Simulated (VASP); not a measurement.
# Ru (Cmcm) in VASP: single point with PBEsol

Aim: the single point of Ru with PBEsol.

Program: VASP 6.6.1. These are calculated values, not measurements. Logs are shortened: lines on timing, memory, paths and dates and some standing lists are left out, and cuts for length are marked.

**1. The cell of the first run**

Symmetry: Cmcm, No. 63, orthorhombic system. The conventional cell has a = 2.706 Å, b = 4.687 Å, c = 4.282 Å, α = 90.00°, β = 90.00°, γ = 90.00°. Within 3.4 Å of Ru (site symmetry m2m) lie 12 Ru at 2.60 to 2.77 Å.

**2. Single point, PBEsol (atom 1 (Ru) moved by (-0.200, +0.000) A along y and z)**

Input file INCAR:

```
  ALGO = Fast
  EDIFF = 1E-6
  ENCUT = 520
  GGA = PS
  ISIF = 2
  ISMEAR = 0
  LASPH = T
  LCHARG = F
  LREAL = F
  LWAVE = F
  NBANDS = 21
  NELM = 60
  PREC = Accurate
  SIGMA = 0.15
```

Input file KPOINTS:

```
k-points
0
Gamma
  24 24 12
```

Input file POSCAR:

```
Ru
1.0
    2.7057993342      0.0000000000      0.0000000000
   -1.3528996671      2.3432909610      0.0000000000
    0.0000000000      0.0000000000      4.2819000000
Ru
2
Direct
    0.2906583085      0.5813166170      0.2500000000
    0.6666666667      0.3333333333      0.7500000000
```

Potentials or basis: VASP PAW PBE potentials, release 64 (Ru_pv).

Started as:

```bash
cat potpaw_PBE.64/Ru_pv/POTCAR > POTCAR
mpirun -np 1 vasp_std > vasp.out
```

OUTCAR:

```text
EDIFF = 1E-6
   ENCUT = 520
   GGA = PS
   ISIF = 2
   ISMEAR = 0
   LASPH = T
   LREAL = F
   NELM = 60
   PREC = Accurate

 ion  position               nearest neighbor table
   1  0.291  0.581  0.250-   2 2.60   2 2.60   2 2.60   2 2.60   2 2.77   2 2.77
   2  0.667  0.333  0.750-   1 2.60   1 2.60   1 2.60   1 2.60   1 2.77   1 2.77

  LATTYP: Found a hexagonal cell.
 ALAT       =     2.7057993342
 C/A-ratio  =     1.5824898565

  Lattice vectors:

 A1 = (   2.7057993342,   0.0000000000,   0.0000000000)
 A2 = (  -1.3528996671,   2.3432909610,   0.0000000000)
 A3 = (   0.0000000000,   0.0000000000,   4.2819000000)

Analysis of symmetry for initial positions (statically):
=====================================================================
 Subroutine PRICEL returns:
 Original cell was already a primitive cell.

 Routine SETGRP: Setting up the symmetry group for a
 hexagonal supercell.

 Subroutine GETGRP returns: Found  8 space group operations
 (whereof  2 operations were pure point group operations)
 out of a pool of 24 trial point group operations.

The static configuration has the point symmetry C_1h.
 The point group associated with its full space group is D_2h.

Analysis of symmetry for dynamics (positions and initial velocities):
=====================================================================
 Subroutine PRICEL returns:
 Original cell was already a primitive cell.

 Routine SETGRP: Setting up the symmetry group for a
 hexagonal supercell.

 Subroutine GETGRP returns: Found  8 space group operations
 (whereof  2 operations were pure point group operations)
 out of a pool of 24 trial point group operations.

The dynamic configuration has the point symmetry C_1h.
 The point group associated with its full space group is D_2h.

 Subroutine INISYM returns: Found  8 space group operations
 (whereof  2 operations are pure point group operations),
 and found     1 'primitive' translations

----------------------------------------------------------------------------------------

                                     Primitive cell

  volume of cell :      27.1493

  direct lattice vectors                    reciprocal lattice vectors
     2.705799334  0.000000000  0.000000000     0.369576556  0.213375124  0.000000000
    -1.352899667  2.343290961  0.000000000     0.000000000  0.426750249  0.000000000
     0.000000000  0.000000000  4.281900000     0.000000000  0.000000000  0.233541185

  length of vectors
     2.705799334  2.705799334  4.281900000     0.426750249  0.426750249  0.233541185

  position of ions in fractional coordinates (direct lattice)
     0.290658308  0.581316617  0.250000000
     0.666666667  0.333333333  0.750000000

  ion indices of the primitive-cell ions
   primitive index   ion index
                 1           1
                 2           2

----------------------------------------------------------------------------------------

 KPOINTS: k-points

Automatic generation of k-mesh.
 Grid dimensions read from file:
 generate k-points for:   24   24   12

 Generating k-lattice:

  Cartesian coordinates                     Fractional coordinates (reciprocal lattice)
     0.015399023  0.008890630  0.000000000     0.041666667  0.000000000  0.000000000
     0.000000000  0.017781260  0.000000000     0.000000000  0.041666667  0.000000000
     0.000000000  0.000000000  0.019461765     0.000000000  0.000000000  0.083333333

  Length of vectors
     0.017781260  0.017781260  0.019461765

  Shift w.r.t. Gamma in fractional coordinates (k-lattice)
     0.000000000  0.000000000  0.000000000

 Subroutine IBZKPT returns following result:
 ===========================================

 Found   1099 irreducible k-points:

 Following reciprocal coordinates:
            Coordinates               Weight
  0.000000  0.000000  0.000000      1.000000
  0.041667  0.000000  0.000000      4.000000
  0.000000  0.041667  0.000000      2.000000
  0.083333  0.000000  0.000000      4.000000
  0.000000  0.083333  0.000000      2.000000
  0.125000  0.000000  0.000000      4.000000
[... 16 lines left out ...]
  0.000000  0.458333  0.000000      2.000000
  0.500000  0.000000  0.000000      2.000000
 [... further k-points ...]
   k-points           NKPTS =   1099   k-points in BZ     NKDIM =   1099   number of bands    NBANDS=     21
   number of dos      NEDOS =    301   number of ions     NIONS =      2
   total plane-waves  NPLWV =  12800
   dimension x,y,z NGX =    20 NGY =   20 NGZ =   32
   dimension x,y,z NGXF=    40 NGYF=   40 NGZF=   64
   ions per type =               2
   NGX,Y,Z   is equivalent  to a cutoff of  12.29, 12.29, 12.42 a.u.
   NGXF,Y,Z  is equivalent  to a cutoff of  24.58, 24.58, 24.85 a.u.
 SYSTEM =  unknown system
   PREC   = accura    normal or accurate (medium, high low for compatibility)
   ISTART =      0    job   : 0-new  1-cont  2-samecut
   ICHARG =      2    charge: 1-file 2-atom 10-const
   ISPIN  =      1    spin polarized calculation?
   LNONCOLLINEAR =      F non collinear calculations
   LSORBIT =      F    spin-orbit coupling
   LASPH  =      T    aspherical Exc in radial PAW
   ENCUT  =  520.0 eV  38.22 Ry    6.18 a.u.   5.03  5.03  7.96*2*pi/ulx,y,z
   NELM   =     60;   NELMIN=  2; NELMDL= -5     # of ELM steps
   EDIFF  = 0.1E-05   stopping-criterion for ELM
   LREAL  =      F    real-space projection
   EDIFFG = 0.1E-04   stopping-criterion for IOM
   NSW    =      0    number of steps for IOM
   IBRION =     -1    ionic relax: 0-MD 1-quasi-New 2-CG
   NFREE  =      0    steps in history (QN), initial steepest desc. (CG)
   ISIF   =      2    stress and relaxation
   ISYM   =      2    0-nonsym 1-usesym 2-fastsym
   POTIM  = 0.5000    time-step for ionic-motion
   TEBEG  =    0.0;   TEEND  =   0.0 temperature during run
   PSTRESS=    0.0 pullay stress
   NELECT =      28.0000    total number of electrons
   NUPDOWN=      -1.0000    fix difference up-down
   EMIN   =  10.00;   EMAX   =-10.00  energy-range for DOS
   EFERMI =   0.00;   METHOD = LEGACY
   ISMEAR =     0;   SIGMA  =   0.15  broadening in eV -4-tet -1-fermi 0-gaus
   EFERMI_NEDOS =   21; number of points for ismear=-14 and -15
   IALGO  =     68    algorithm
   IMIX   =      4    mixing-type and parameters
     AMIX     =   0.40;   BMIX     =  1.00
     AMIX_MAG =   1.60;   BMIX_MAG =  1.00
  volume/ion in A,a.u.               =      13.57        91.61
  Fermi-wavevector in a.u.,A,eV,Ry     =   1.654022  3.125649 37.222686  2.735790
  Thomas-Fermi vector in A             =   2.742361
   LORBIT       =      0    0 simple, 1 ext, 2 COOP (PROOUT), +10 PAW based schemes
   GGA     = PS    functional components
   LHFCALC =     F    Hartree Fock is set to
   AEXX    =    0.0000 exact exchange contribution
   IVDW    =     0    specifies the selected vdW correction
   LEPSILON=     F    determine dielectric tensor
   LRPA    =     F    only Hartree local field effects (RPA)
 non-spin polarized calculation
 RMM-DIIS sequential band-by-band and
 Gauss-broadening in eV      SIGMA  =   0.15
  energy-cutoff  :      520.00
  volume of cell :       27.15
 maximum number of plane-waves:       756
   NGX =  9   NGY =  9   NGZ = 15

 number of electron      28.0000008 magnetization

 Free energy of the ion-electron system (eV)
  ---------------------------------------------------
  ext. energy  EPLUGINS =         0.00000000
  ---------------------------------------------------
  free energy    TOTEN  =       -20.19489840 eV

  energy without entropy =      -20.17702100  energy(sigma->0) =      -20.18595970

 E-fermi :  12.7451     XC(G=0): -14.2779

 val. band max:       12.7416323834   @ k =  -0.0417   0.2500   0.2500
 cond. band min:      12.7467334249   @ k =  -0.0833   0.2500   0.4167
 fundamental gap:      0.0051010415
 Fermi energy:        12.7450796679

 k-point     1 :       0.0000    0.0000    0.0000
  band No.  band energies     occupation
      1     -30.9134      2.00000
      2     -30.0080      2.00000
      3     -29.8777      2.00000
      4     -29.8032      2.00000
      5     -29.7540      2.00000
      6     -29.7227      2.00000
[... 13 lines left out ...]
     20      23.0436      0.00000
     21      27.3132      0.00000

 k-point     2 :       0.0417    0.0000    0.0000
  band No.  band energies     occupation
      1     -30.9069      2.00000
      2     -30.0183      2.00000
      3     -29.8849      2.00000
      4     -29.8081      2.00000
      5     -29.7640      2.00000
      6     -29.7260      2.00000
[... 13 lines left out ...]
     20      23.0088      0.00000
     21      23.1253      0.00000

 k-point     3 :       0.0000    0.0417    0.0000
  band No.  band energies     occupation
      1     -30.9085      2.00000
      2     -30.0118      2.00000
      3     -29.8921      2.00000
      4     -29.8150      2.00000
      5     -29.7563      2.00000
      6     -29.7242      2.00000
[... 13 lines left out ...]
     20      23.0087      0.00000
     21      23.1263      0.00000

 k-point     4 :       0.0833    0.0000    0.0000
  band No.  band energies     occupation
      1     -30.8877      2.00000
      2     -30.0492      2.00000
      3     -29.9047      2.00000
      4     -29.8324      2.00000
      5     -29.7839      2.00000
      6     -29.7359      2.00000
[... 13 lines left out ...]
     20      23.0087      0.00000
     21      23.1069      0.00000

 k-point     5 :       0.0000    0.0833    0.0000
  band No.  band energies     occupation
      1     -30.8941      2.00000
      2     -30.0226      2.00000
      3     -29.9342      2.00000
      4     -29.8494      2.00000
      5     -29.7633      2.00000
      6     -29.7288      2.00000
[... 13 lines left out ...]
     20      23.0087      0.00000
     21      23.1099      0.00000
[... 382 lines left out ...]
     20      22.9250      0.00000
     21      26.2881      0.00000

 k-point    22 :       0.4583   -0.0000    0.0000
  band No.  band energies     occupation
      1     -30.6857      2.00000
      2     -30.5205      2.00000
      3     -30.3577      2.00000
      4     -30.1460      2.00000
      5     -30.0946      2.00000
      6     -29.9004      2.00000
[... 13 lines left out ...]
     20      24.9671      0.00000
     21      26.1098      0.00000

 k-point    23 :       0.0000    0.4583    0.0000
  band No.  band energies     occupation
      1     -30.6818      2.00000
      2     -30.5893      2.00000
      3     -30.4531      2.00000
      4     -30.2148      2.00000
      5     -29.8931      2.00000
      6     -29.8515      2.00000
[... 13 lines left out ...]
     20      23.1905      0.00000
     21      25.8398      0.00000

 k-point    24 :       0.5000    0.0000    0.0000
  band No.  band energies     occupation
      1     -30.6978      2.00000
      2     -30.5327      2.00000
      3     -30.3314      2.00000
      4     -30.1498      2.00000
      5     -30.1178      2.00000
      6     -29.9026      2.00000
[... 13 lines left out ...]
     20      25.2614      0.00000
     21      25.9562      0.00000

 [... further k-points ...]

------------------------ aborting loop because EDIFF is reached ----------------------------------------

  FORCE on cell =-STRESS in cart. coord.  units (eV):
  Direction    XX          YY          ZZ          XY          YZ          ZX
  --------------------------------------------------------------------------------------
  -------------------------------------------------------------------------------------
  Total       -0.3268093     -1.4813899     -0.4920470      0.0000000      0.0000000      0.0000000
  in kB      -19.2862014    -87.4221830    -29.0374775      0.0000000      0.0000000      0.0000000
  external PRESSURE =     -45.2486207 kB  Pullay stress =       0.0000000 kB

 VOLUME and BASIS-vectors are now :
 -----------------------------------------------------------------------------
  energy-cutoff  :      520.00
  volume of cell :       27.15
      direct lattice vectors                 reciprocal lattice vectors
     2.705799334  0.000000000  0.000000000     0.369576556  0.213375124  0.000000000
    -1.352899667  2.343290961  0.000000000     0.000000000  0.426750249  0.000000000
     0.000000000  0.000000000  4.281900000     0.000000000  0.000000000  0.233541185

 POSITION                                       TOTAL-FORCE (eV/Angst)
 -----------------------------------------------------------------------------------
      0.00000      1.36219      1.07048         0.000000      1.459061      0.000000
      1.35290      0.78110      3.21143         0.000000     -1.459061      0.000000
 -----------------------------------------------------------------------------------
    total drift:                               -0.000000      0.000006     -0.000000

  FREE ENERGIE OF THE ION-ELECTRON SYSTEM (eV)
  ---------------------------------------------------
  free  energy   TOTEN  =       -20.1948984028 eV

  energy  without entropy=      -20.1770209981  energy(sigma->0) =      -20.18595970
```

Run time: 3.8 min. Hardware: 1 thread of AMD EPYC 9R45 (Zen 5), shared host; peak memory 0.51 GiB.

What came out:

| Property | Result |
| --- | --- |
| Free energy | -20.1949 eV |
| Pressure | -4.5 GPa |
| Largest force | 1.459 eV/Å |
| Band gap on the k mesh | zero (bands 14 and 15 overlap by 3.09 eV) |

Forces on the atoms (eV/Å):
```
Ru   0.000  1.459  0.000
Ru   0.000 -1.459  0.000
```

Stress tensor (GPa, compression positive):
```
-1.93  0.00  0.00
 0.00 -8.74  0.00
 0.00  0.00 -2.90
```

Levels at points of the mesh, in eV from the Fermi level:
```
           k point  band 12  band 13  band 14  band 15  band 16  band 17
(0.00, 0.00, 0.00)    -1.99    -1.80    -1.75    -0.72     0.43     1.20
(0.50, 0.00, 0.00)    -2.12    -1.75     1.35     1.56     1.88     4.33
(0.00, 0.50, 0.00)    -1.33    -1.25     1.61     1.63     2.09     3.39
(0.00, 0.00, 0.50)    -2.75    -2.67    -2.67     0.25     0.25     0.63
(0.50, 0.00, 0.50)    -0.93     0.82     0.82     1.64     1.64     3.01
(0.00, 0.50, 0.50)    -1.17    -0.29    -0.29     1.69     1.69     4.06
```

Caveat: the cell differs from its parent crystal (atom 1 (Ru) moved by (-0.200, +0.000) A along y and z); the stress differs along the axes, from -9 to -2 GPa; the PAW data sets were made with another functional, which shifts forces and pressure a little.
